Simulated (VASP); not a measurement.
# SiC (F-43m) in VASP: notebook

SiC is run at these levels: PBE; tasks: G0W0 quasiparticle levels.

Everything below comes from runs of VASP 6.6.1. Logs are shortened: lines on timing, memory, paths and dates and some standing lists are left out, and cuts for length are marked.

### Step 1. The cell of the first run

The structure is cubic, space group F-43m (No. 216). Conventional cell: a = 4.182 Å, b = 4.182 Å, c = 4.182 Å, α = 90.00°, β = 90.00°, γ = 90.00°. Si (site symmetry -43m) has 4 C at 1.81 Å within 2.4 Å. C (site symmetry -43m) has 4 Si at 1.81 Å within 2.4 Å.

### Step 2. G0W0 quasiparticle levels, PBE

POSCAR

```
SiC
1.0
    0.0000000000      2.0909302570      2.0909302570
    2.0909302570      0.0000000000      2.0909302570
    2.0909302570      2.0909302570      0.0000000000
Si C
1 1
Direct
    0.0000000000      0.0000000000      0.0000000000
    0.2500000000      0.2500000000      0.2500000000
```

INCAR.step1

```
PREC = Accurate
ENCUT = 500
EDIFF = 1E-8
ISMEAR = 0
SIGMA = 0.01
LREAL = F
LASPH = T
NELM = 80
ALGO = Normal
LWAVE = T
LCHARG = F
GGA = PE
```

INCAR.step2

```
PREC = Accurate
ENCUT = 500
EDIFF = 1E-8
ISMEAR = 0
SIGMA = 0.01
LREAL = F
LASPH = T
NELM = 1
ALGO = Exact
LWAVE = T
LCHARG = F
GGA = PE
NBANDS = 80
LOPTICS = T
ISTART = 1
```

INCAR.step3

```
PREC = Accurate
ENCUT = 500
EDIFF = 1E-8
ISMEAR = 0
SIGMA = 0.01
LREAL = F
LASPH = T
ALGO = EVGW0
LWAVE = F
LCHARG = F
GGA = PE
NELMGW = 1
NBANDS = 80
ENCUTGW = 150.0
NOMEGA = 96
PRECFOCK = Fast
ISTART = 1
NBANDSGW = 12
OMEGAMAX = 20
```

KPOINTS

```
Automatic mesh
0
Gamma
  6 6 6
```

Potentials or basis: VASP PAW PBE potentials, release 64 (Si_GW, C_GW).

Command:

```bash
$ cat potpaw_PBE.64/Si_GW/POTCAR potpaw_PBE.64/C_GW/POTCAR > POTCAR
$ cp INCAR.step1 INCAR
$ mpirun -np 1 vasp_std > vasp.out
$ cp INCAR.step2 INCAR
$ mpirun -np 1 vasp_std > vasp.out
$ cp INCAR.step3 INCAR
$ mpirun -np 1 vasp_std > vasp.out
```

OUTCAR:

```text
PREC = Accurate
   ENCUT = 500
   EDIFF = 1E-8
   ISMEAR = 0
   LREAL = F
   LASPH = T
   GGA = PE
   NELMGW = 1
   ENCUTGW = 150.0
   PRECFOCK = Fast
   ISTART = 1

 ion  position               nearest neighbor table
   1  0.000  0.000  0.000-   2 1.81   2 1.81   2 1.81   2 1.81
   2  0.250  0.250  0.250-   1 1.81   1 1.81   1 1.81   1 1.81

  LATTYP: Found a face centered cubic cell.
 ALAT       =     4.1818605140

  Lattice vectors:

 A1 = (   0.0000000000,   2.0909302570,   2.0909302570)
 A2 = (   2.0909302570,   0.0000000000,   2.0909302570)
 A3 = (   2.0909302570,   2.0909302570,   0.0000000000)

Analysis of symmetry for initial positions (statically):
=====================================================================
 Subroutine PRICEL returns:
 Original cell was already a primitive cell.

 Routine SETGRP: Setting up the symmetry group for a
 face centered cubic supercell.

 Subroutine GETGRP returns: Found 24 space group operations
 (whereof 24 operations were pure point group operations)
 out of a pool of 48 trial point group operations.

The static configuration has the point symmetry T_d .

Analysis of symmetry for dynamics (positions and initial velocities):
=====================================================================
 Subroutine PRICEL returns:
 Original cell was already a primitive cell.

 Routine SETGRP: Setting up the symmetry group for a
 face centered cubic supercell.

 Subroutine GETGRP returns: Found 24 space group operations
 (whereof 24 operations were pure point group operations)
 out of a pool of 48 trial point group operations.

The dynamic configuration has the point symmetry T_d .

 Subroutine INISYM returns: Found 24 space group operations
 (whereof 24 operations are pure point group operations),
 and found     1 'primitive' translations

----------------------------------------------------------------------------------------

[... 80 lines left out ...]
   LASPH  =      T    aspherical Exc in radial PAW
   ENCUT  =  500.0 eV  36.75 Ry    6.06 a.u.   5.39  5.39  5.39*2*pi/ulx,y,z
   NELM   =     60;   NELMIN=  2; NELMDL=  0     # of ELM steps
   EDIFF  = 0.1E-07   stopping-criterion for ELM
   LREAL  =      F    real-space projection
   EDIFFG = 0.1E-06   stopping-criterion for IOM
   NSW    =      0    number of steps for IOM
   IBRION =     -1    ionic relax: 0-MD 1-quasi-New 2-CG
   NFREE  =      0    steps in history (QN), initial steepest desc. (CG)
   ISIF   =      0    stress and relaxation
   ISYM   =      3    0-nonsym 1-usesym 2-fastsym
   POTIM  = 0.5000    time-step for ionic-motion
   TEBEG  =    0.0;   TEEND  =   0.0 temperature during run
   PSTRESS=    0.0 pullay stress
   NELECT =       8.0000    total number of electrons
   NUPDOWN=      -1.0000    fix difference up-down
   EMIN   =  10.00;   EMAX   =-10.00  energy-range for DOS
   EFERMI =   0.00;   METHOD = LEGACY
   ISMEAR =     0;   SIGMA  =   0.01  broadening in eV -4-tet -1-fermi 0-gaus
   EFERMI_NEDOS =   21; number of points for ismear=-14 and -15
   IALGO  =     38    algorithm
   IMIX   =      4    mixing-type and parameters
     AMIX     =   0.40;   BMIX     =  1.00
     AMIX_MAG =   1.60;   BMIX_MAG =  1.00
  volume/ion in A,a.u.               =       9.14        61.69
  Fermi-wavevector in a.u.,A,eV,Ry     =   1.242859  2.348663 21.016907  1.544699
  Thomas-Fermi vector in A             =   2.377195
   LORBIT       =      0    0 simple, 1 ext, 2 COOP (PROOUT), +10 PAW based schemes
   GGA     = PE    functional components
   LHFCALC =     T    Hartree Fock is set to
   PRECFOCK=fast      Normal, Fast or Accurate (Low or Medium for compatibility)
   ENCUT4O =  -1.0   cutoff for four orbital integrals eV
   NKREDX  =     1    reduce k-point grid by
   NKREDY  =     1    reduce k-point grid by
   NKREDZ  =     1    reduce k-point grid by
   AEXX    =    1.0000 exact exchange contribution
   HFSCREEN=    0.0000 screening length (either q_TF or 0.3 A-1)
   HFSCREENC=   0.0000 screening length for correlation (either q_TF or 0.3 A-1)
   ENCUTFOCK=  -1.0 apply spherical cutoff to Coloumb kernel
   IVDW    =     0    specifies the selected vdW correction
   LEPSILON=     F    determine dielectric tensor
   LRPA    =     F    only Hartree local field effects (RPA)
   LRPAFORCE           =     F    calculate RPA forces
   ENCUTGW             = 150.0    cutoff for response function in eV
   ENCUTGWSOFT         = 120.0    soft cutoff for Coulomb kernel in GW response function in eV
   ENCUTLF             =  -1.0    cutoff for local field effects
   NELMGW              =     1    number of iterations in solving QP/BSE equation
   NELMHF              =     1    number of iterations in the inner HF iteration
   NKREDLFX            =     1    NKREDLFY  =   1   NKREDLFZ  =   1
 non-spin polarized calculation
 Gauss-broadening in eV      SIGMA  =   0.01
  energy-cutoff  :      500.00
  volume of cell :       18.28
 maximum number of plane-waves:       483
 NGX is ok and might be reduce to    24
  NGX = 14; NGY = 14; NGZ = 14
   NGX = 11   NGY = 11   NGZ = 11
 maximum number of plane-waves:        81
 NGX is ok and might be reduce to    14

 QP shifts <psi_nk| G(iteration)W_0 |psi_nk>: iteration 1
 for sc-GW calculations column KS-energies equals QP-energies in previous step
 and V_xc(KS)=  KS-energies - (<T + V_ion + V_H > + <T+V_H+V_ion>^1  + <V_x>^1)

 k-point   1 :       0.0000    0.0000    0.0000
  band No.  KS-energies  QP-energies   sigma(KS)   V_xc(KS)     V^pw_x(r,r')   Z            occupation Imag(sigma)

      1      -7.2351      -8.3174     -14.5186     -13.0581     -22.3433       0.7411       2.0000       1.4240
      2       9.1833       8.5735     -15.9589     -15.1927     -18.0195       0.7959       2.0000       0.0301
      3       9.1833       8.5735     -15.9589     -15.1927     -18.0195       0.7959       2.0000       0.0301
      4       9.1833       8.5735     -15.9589     -15.1927     -18.0195       0.7959       2.0000       0.0301
      5      16.8794      17.4229     -12.6703     -13.3656      -7.2399       0.7817       0.0000      -0.0848
      6      17.3959      18.0379     -11.1285     -11.9294      -5.9417       0.8015       0.0000      -0.0679
      7      17.3959      18.0379     -11.1285     -11.9294      -5.9417       0.8015       0.0000      -0.0679
      8      17.3959      18.0379     -11.1285     -11.9294      -5.9417       0.8015       0.0000      -0.0679
      9      24.4303      25.1552     -10.9629     -11.8812      -4.7738       0.7894       0.0000      -0.2278
     10      24.4303      25.1552     -10.9629     -11.8812      -4.7738       0.7894       0.0000      -0.2278
     11      27.4737      27.7816     -10.3415     -10.7381      -3.1678       0.7763       0.0000      -0.6605
     12      27.4737      27.7816     -10.3415     -10.7381      -3.1678       0.7763       0.0000      -0.6605
[... 228 lines left out ...]
      1      -1.3875      -2.3183     -16.0640     -14.7844     -22.4562       0.7274       2.0000       0.5509
      2       1.5954       0.6532     -14.3442     -13.0783     -18.6408       0.7443       2.0000       0.2266
      3       4.2241       3.3129     -14.4720     -13.2758     -17.7388       0.7618       2.0000       0.0810
      4       4.3545       3.4718     -14.0043     -12.8546     -16.9776       0.7678       2.0000       0.0712
      5      13.2991      13.7287     -11.6776     -12.2092      -7.3421       0.8082       0.0000      -0.0482
      6      16.9950      17.5883     -11.2001     -11.9348      -6.1812       0.8075       0.0000      -0.0620
      7      21.1163      21.7565     -11.4544     -12.2840      -5.0124       0.7716       0.0000      -0.2011
      8      22.7173      23.5575     -12.3363     -13.4277      -5.9056       0.7698       0.0000      -0.2079
      9      24.8912      25.6520     -12.0882     -13.1019      -4.5341       0.7505       0.0000      -0.4028
     10      28.2109      28.8648     -11.5541     -12.4096      -4.0040       0.7644       0.0000      -0.5816
     11      32.5939      33.5945     -12.3999     -13.7077      -4.7040       0.7650       0.0000      -0.8098
     12      35.7299      36.3609     -12.1556     -12.9667      -4.1544       0.7780       0.0000      -1.2788
```

OUTCAR.step1:

```text
PREC = Accurate
   ENCUT = 500
   EDIFF = 1E-8
   ISMEAR = 0
   LREAL = F
   LASPH = T
[... 385 lines left out ...]
 -----------------------------------------------------------------------------------
      0.00000      0.00000      0.00000        -0.000000     -0.000000     -0.000000
      1.04547      1.04547      1.04547         0.000000      0.000000      0.000000
 -----------------------------------------------------------------------------------
    total drift:                                0.000000      0.000000      0.000000

  FREE ENERGIE OF THE ION-ELECTRON SYSTEM (eV)
  ---------------------------------------------------
  free  energy   TOTEN  =       -14.7508724097 eV

  energy  without entropy=      -14.7508724097  energy(sigma->0) =      -14.75087241
```

Wall time 3.2 min (1 thread of Intel Xeon 6975P-C (Granite Rapids), shared host); peak memory 0.34 GiB.

What came out:

```
Quasiparticle gap                                   : 2.08 eV
Least direct quasiparticle gap                      : 5.77 eV
Band gap of the starting levels on the mesh         : 1.22 eV
Least direct gap of the starting levels on the mesh : 4.65 eV
```

Caveat: the k points lie up to 0.43 Å⁻¹ apart; bands, screening cutoff and mesh are small and nothing is extrapolated, so the quasiparticle values aren't converged.

(Part 1 of 2 ends here.)
